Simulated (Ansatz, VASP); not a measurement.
## One calculation of Mg, two programs

```
Mg
1.0
     0.00000    2.26163    2.26163
     2.26163    0.00000    2.26163
     2.26163    2.26163    0.00000
Mg
1
Direct
  0.00000 0.00000 0.00000
```

Alike in both runs: functional PBE; k mesh 15 × 15 × 15; occupations fermi-dirac, width 0.1 eV; no spin polarisation.

Ansatz relaxed the structure, and its values are those at the end. VASP's run is a single point on that final structure, the one shown.

|  | VASP | Ansatz |
| --- | --- | --- |
| version | VASP 6.6.1 | Ansatz 0.2.0 |
| potentials or method | VASP PAW PBE potentials, release 64 (Mg) | PAW with Ansatz's default frozen-core files, scalar-relativistic |
| plane-wave cutoff (eV) | 520 | 420 |
| valence electrons in the cell | 2 | 10 |

```csv
,VASP,Ansatz,Ansatz less VASP
pressure (GPa),-0.1,0.0,+0.12
```

VASP's potentials hold 2 valence electrons a cell and Ansatz's 10, so a difference there can come from the potentials and not from the codes.
